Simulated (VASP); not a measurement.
# MgI2 (P-3m1) in VASP: notebook, part 2 of 2

VASP 6.6.1. The steps go on from the part before.

## (4) Single point, PBEsol

This run uses another cell than the first one, of 35.08 Å³/atom, 1.007 times its volume.

INCAR reads:

```
SYSTEM = MgI2
PREC = Accurate ; ENCUT = 520
EDIFF = 1E-7 ; ISMEAR = 0
SIGMA = 0.02 ; LREAL = .False.
LASPH = .True. ; NELM = 80
ALGO = Normal ; ISIF = 2
LWAVE = .False. ; LCHARG = .False.
GGA = PS ; NBANDS = 15
```

KPOINTS reads:

```
regular mesh
0
Gamma
  6 6 4
  0 0 0
```

POSCAR reads:

```
MgI2
1.0
    4.1286067805      0.0000000000      0.0000000000
   -2.0643033902      3.5754783541      0.0000000000
    0.0000000000      0.0000000000      7.1297002822
Mg I
1 2
Direct
    0.0000000000      0.0000000000      0.0000000000
    0.3333333391      0.6666666609      0.7656484170
    0.6666666609      0.3333333391      0.2343515830
```

Potentials or basis: VASP PAW PBE potentials, release 64 (Mg, I).

The run is started by

```console
> cat potpaw_PBE.64/Mg/POTCAR potpaw_PBE.64/I/POTCAR > POTCAR
> mpirun -np 1 vasp_std > vasp.out
```

OUTCAR:

```text
SYSTEM = MgI2
   PREC = Accurate
   ENCUT = 520
   EDIFF = 1E-7
   ISMEAR = 0
   LREAL = .False.
   LASPH = .True.
   NELM = 80
   ISIF = 2
   GGA = PS

 ion  position               nearest neighbor table
   1  0.000  0.000  0.000-   2 2.91   3 2.91   3 2.91   2 2.91   2 2.91   3 2.91
   2  0.333  0.667  0.766-   1 2.91   1 2.91   1 2.91
   3  0.667  0.333  0.234-   1 2.91   1 2.91   1 2.91

  LATTYP: Found a hexagonal cell.
 ALAT       =     4.1286067805
 C/A-ratio  =     1.7269022363

  Lattice vectors:

 A1 = (   4.1286067805,   0.0000000000,   0.0000000000)
 A2 = (  -2.0643033902,   3.5754783541,   0.0000000000)
 A3 = (   0.0000000000,   0.0000000000,   7.1297002822)

Analysis of symmetry for initial positions (statically):
=====================================================================
 Subroutine PRICEL returns:
 Original cell was already a primitive cell.

 Routine SETGRP: Setting up the symmetry group for a
 hexagonal supercell.

 Subroutine GETGRP returns: Found 12 space group operations
 (whereof 12 operations were pure point group operations)
 out of a pool of 24 trial point group operations.

[... 180 lines left out ...]
      8       1.9422      2.00000
      9       5.6336      0.00000
     10       6.7077      0.00000
     11       8.6703      0.00000
     12       8.6703      0.00000
     13       9.1393      0.00000
     14      10.0694      0.00000
[... 401 lines left out ...]
      2      -9.2282      2.00000
      3      -1.2471      2.00000
      4      -0.7666      2.00000
      5      -0.7666      2.00000
      6      -0.2201      2.00000
      7       1.3319      2.00000
      8       1.3319      2.00000
      9       6.7108      0.00000
     10       7.6854      0.00000
     11       7.6854      0.00000
     12       9.2354      0.00000
     13      10.3605      0.00000
     14      10.4597      0.00000
     15      10.7139      0.00000

------------------------ aborting loop because EDIFF is reached ----------------------------------------

  FORCE on cell =-STRESS in cart. coord.  units (eV):
  Direction    XX          YY          ZZ          XY          YZ          ZX
  --------------------------------------------------------------------------------------
  -------------------------------------------------------------------------------------
  Total       -0.0176637     -0.0176637     -0.0832806     -0.0000000      0.0000000     -0.0000000
  in kB       -0.2688961     -0.2688961     -1.2677850     -0.0000000      0.0000000     -0.0000000
  external PRESSURE =      -0.6018591 kB  Pullay stress =       0.0000000 kB

 VOLUME and BASIS-vectors are now :
 -----------------------------------------------------------------------------
  energy-cutoff  :      520.00
  volume of cell :      105.25
      direct lattice vectors                 reciprocal lattice vectors
     4.128606781  0.000000000  0.000000000     0.242212459  0.139841428  0.000000000
    -2.064303390  3.575478354  0.000000000     0.000000000  0.279682857  0.000000000
     0.000000000  0.000000000  7.129700282     0.000000000  0.000000000  0.140258350

 POSITION                                       TOTAL-FORCE (eV/Angst)
 -----------------------------------------------------------------------------------
      0.00000      0.00000      0.00000        -0.000000      0.000000      0.000000
      0.00000      2.38365      5.45884         0.000000     -0.000000      0.004277
      2.06430      1.19183      1.67086        -0.000000      0.000000     -0.004277
 -----------------------------------------------------------------------------------
    total drift:                                0.000000     -0.000000     -0.000000

  FREE ENERGIE OF THE ION-ELECTRON SYSTEM (eV)
  ---------------------------------------------------
  free  energy   TOTEN  =        -8.4217772587 eV

  energy  without entropy=       -8.4217772587  energy(sigma->0) =       -8.42177726
```

Wall time 16 s (1 thread of Intel Xeon 6975P-C (Granite Rapids), shared host); peak memory 0.23 GiB.

Results:

| Quantity | Value |
| --- | --- |
| Free energy | -8.4218 eV |
| Pressure | -0.1 GPa |
| Largest force | 0.004 eV/Å |
| Band gap on the k mesh | 3.54 eV, indirect (least direct gap 3.69 eV) |

Forces in eV/Å, atoms in the order of the input:
```
Mg   0.000  0.000  0.000
I    0.000  0.000  0.004
I    0.000  0.000 -0.004
```

Levels at points of the mesh, in eV from the valence-band top:
| k point | band 6 | band 7 | band 8 | band 9 | band 10 | band 11 |
| --- | --- | --- | --- | --- | --- | --- |
| (0.00, 0.00, 0.00) | -0.13 | 0.00 | 0.00 | 3.69 | 4.77 | 6.73 |
| (0.50, 0.00, 0.00) | -1.29 | -0.85 | -0.43 | 3.63 | 5.27 | 5.47 |
| (0.00, 0.00, 0.50) | -0.29 | -0.06 | -0.06 | 4.62 | 4.81 | 6.60 |
| (0.50, 0.00, 0.50) | -1.18 | -0.78 | -0.59 | 3.54 | 5.17 | 5.53 |

Caveat: the PAW data sets were made with another functional, which shifts forces and pressure a little; spin-orbit coupling is left out, which moves the levels of the heavy elements; this functional lacks dispersion, which binds the layers, so the pressure and a relaxed spacing across them are unreliable.

## (5) Single point, PBEsol (uniaxial strain along c: +3.0 %, then relaxed in part)

INCAR reads:

```
  ALGO = Normal
  EDIFF = 1E-7
  ENCUT = 520
  GGA = PS
  ISIF = 2
  ISMEAR = 0
  LASPH = T
  LCHARG = F
  LREAL = F
  LWAVE = F
  NBANDS = 15
  NELM = 60
  PREC = Accurate
  SIGMA = 0.02
```

KPOINTS reads:

```
k-points
0
Gamma
  6 6 4
```

POSCAR reads:

```
MgI2
1.0
    4.1272937071      0.0000000000      0.0000000000
   -2.0636468536      3.5743411992      0.0000000000
    0.0000000000      0.0000000000      7.2350653110
Mg I
1 2
Direct
    0.0000000000      0.0000000000      0.0000000000
    0.3333333327      0.6666666673      0.7688620548
    0.6666666673      0.3333333327      0.2311379452
```

The run is started by

```console
> cat potpaw_PBE.64/Mg/POTCAR potpaw_PBE.64/I/POTCAR > POTCAR
> mpirun -np 1 vasp_std > vasp.out
```

It took 18 s on 1 thread of Intel Xeon 6975P-C (Granite Rapids), shared host; peak memory 0.24 GiB.

Results (log left out):

```
Free energy            : -8.4205 eV
Pressure               : -0.1 GPa
Largest force          : 0.004 eV/Å
Band gap on the k mesh : 3.54 eV, indirect (least direct gap 3.69 eV)
```

Forces on the atoms (eV/Å):
```
Mg   0.000  0.000  0.000
I    0.000  0.000  0.004
I    0.000  0.000 -0.004
```

Stress tensor (GPa, compression positive):
```
-0.02  0.00  0.00
 0.00 -0.02  0.00
 0.00  0.00 -0.19
```

Levels at points of the mesh, in eV from the valence-band top:
| k point | band 5 | band 6 | band 7 | band 8 | band 9 | band 10 | band 11 | band 12 |
| --- | --- | --- | --- | --- | --- | --- | --- | --- |
| (0.00, 0.00, 0.00) | -0.33 | -0.20 | 0.00 | 0.00 | 3.69 | 4.78 | 6.73 | 6.73 |
| (0.50, 0.00, 0.00) | -1.72 | -1.28 | -0.84 | -0.44 | 3.62 | 5.27 | 5.49 | 7.11 |
| (0.00, 0.00, 0.50) | -0.28 | -0.28 | -0.05 | -0.05 | 4.59 | 4.81 | 6.62 | 6.62 |
| (0.50, 0.00, 0.50) | -1.24 | -1.19 | -0.79 | -0.57 | 3.54 | 5.18 | 5.51 | 6.05 |

Caveat: the cell differs from its parent crystal (uniaxial strain along c: +3.0 %, then relaxed in part); the PAW data sets were made with another functional, which shifts forces and pressure a little; spin-orbit coupling is left out, which moves the levels of the heavy elements; this functional lacks dispersion, which binds the layers, so the pressure and a relaxed spacing across them are unreliable.

## (6) Single point, PBEsol (uniaxial strain along c: +3.0 %)

INCAR reads:

```
ALGO = Normal
EDIFF = 1E-6
ENCUT = 520
GGA = PS
ISIF = 2
ISMEAR = 0
LASPH = True
LCHARG = False
LREAL = False
LWAVE = False
NBANDS = 15
NELM = 80
PREC = Accurate
SIGMA = 0.02
```

KPOINTS is that of step 5.

POSCAR reads:

```
MgI2
1.0
    4.0997450903      0.0000000000      0.0000000000
   -2.0498725452      3.5504833973      0.0000000000
    0.0000000000      0.0000000000      7.2350653110
Mg I
1 2
Direct
    0.0000000000      0.0000000000      0.0000000000
    0.3333333391      0.6666666609      0.7656484170
    0.6666666609      0.3333333391      0.2343515830
```

Potentials or basis: VASP PAW PBE potentials, release 64 (Mg, I).

The run is started by

```console
> cat potpaw_PBE.64/Mg/POTCAR potpaw_PBE.64/I/POTCAR > POTCAR
> mpirun -np 1 vasp_std > vasp.out
```

It took 16 s on 1 thread of Intel Xeon 6975P-C (Granite Rapids), shared host; peak memory 0.22 GiB.

It converged, with:

```
Free energy            : -8.4179 eV
Pressure               : 0.0 GPa
Largest force          : 0.072 eV/Å
Band gap on the k mesh : 3.48 eV, indirect (least direct gap 3.66 eV)
```

Forces in eV/Å, atoms in the order of the input:
```
Mg   0.000  0.000  0.000
I    0.000  0.000  0.072
I    0.000  0.000 -0.072
```

Stress tensor (GPa, compression positive):
```
 0.20  0.00  0.00
 0.00  0.20  0.00
 0.00  0.00 -0.52
```

Levels at points of the mesh, in eV from the valence-band top:
```csv
k point,band 5,band 6,band 7,band 8,band 9,band 10,band 11,band 12
"(0.00, 0.00, 0.00)",-0.33,-0.29,0.00,0.00,3.66,4.79,6.76,6.76
"(0.50, 0.00, 0.00)",-1.83,-1.28,-0.93,-0.48,3.59,5.21,5.36,7.05
"(0.00, 0.00, 0.50)",-0.27,-0.27,-0.06,-0.06,4.62,4.83,6.65,6.65
"(0.50, 0.00, 0.50)",-1.32,-1.18,-0.88,-0.62,3.48,5.08,5.41,5.94
```

Caveat: the cell differs from its parent crystal (uniaxial strain along c: +3.0 %); the PAW data sets were made with another functional, which shifts forces and pressure a little; spin-orbit coupling is left out, which moves the levels of the heavy elements; this functional lacks dispersion, which binds the layers, so the pressure and a relaxed spacing across them are unreliable.

## (7) The runs side by side

| cell | gap on the mesh (eV) | pressure (GPa) | largest force (eV/Å) |
| --- | --- | --- | --- |
| a = 4.115, b = 4.115, c = 7.130 Å, angles 90.0, 90.0, 120.0°, 3 atoms | 3.48 | -0.2 | 0.09 |
| a = 4.129, b = 4.129, c = 7.130 Å, angles 90.0, 90.0, 120.0°, 3 atoms | 3.54 | -0.1 | - |
| a = 4.127, b = 4.127, c = 7.235 Å, angles 90.0, 90.0, 120.0°, 3 atoms | 3.54 | -0.1 | - |
| a = 4.100, b = 4.100, c = 7.235 Å, angles 90.0, 90.0, 120.0°, 3 atoms | 3.48 | 0.0 | 0.07 |

Alike in all rows: task single point; level PBEsol; potentials or basis VASP PAW PBE potentials, release 64 (Mg, I); no spin polarisation; k mesh 6 × 6 × 4; cutoff (eV) 520; smearing gaussian 0.02 eV.

Caveats: the PAW data sets were made with another functional, which shifts forces and pressure a little; spin-orbit coupling is left out, which moves the levels of the heavy elements; this functional lacks dispersion, which binds the layers, so the pressure and a relaxed spacing across them are unreliable.

Absolute energies hang on the potentials; compare differences alone.
